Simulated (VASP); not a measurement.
Runs of VASP 6.6.1 on KTaSe2. The structure is that of space group I4/mmm (No. 139), or close to it. The cells are those of the table. The cell was generated, and may not be a known phase.

| task | spin | cell | cutoff (eV) | gap on the mesh (eV) | pressure (GPa) | moment (μB) |
| --- | --- | --- | --- | --- | --- | --- |
| relaxation of cell and atoms | collinear | relaxed from a = 5.457 Å, angles 109.6, 109.6, 109.3°, 4 atoms | 600 | none | 0.0 | 1.87 |
| single point | off | a = 5.457 Å, angles 109.6, 109.6, 109.3°, 4 atoms | 520 | none | -6.2 | - |
| single point | collinear | a = 5.457 Å, angles 109.6, 109.6, 109.3°, 4 atoms | 520 | none | (b) | 3.21 |
| single point | collinear | a = 6.069 Å, angles 126.5, 126.5, 79.0°, 4 atoms | 520 | none | 0.1 | (a) |

Alike in all rows: level PBE; potentials or basis VASP PAW PBE potentials, release 64 (K_sv, Ta_pv, Se); k mesh 4 × 4 × 4; smearing gaussian 0.1 eV.

Estimate the missing entries.

(a) 1.88; (b) -5.2.

Caveats: spin-orbit coupling is left out, which moves the levels of the heavy elements; the stress differs along the axes, from -11 to 4 GPa (at least some runs); the stress differs along the axes, from -9 to 2 GPa (at least some runs).

A k mesh can miss the band edges, and the runs leave out spin-orbit coupling on Se, Ta.

A gap of «none» marks levels without a gap at the run's occupations.
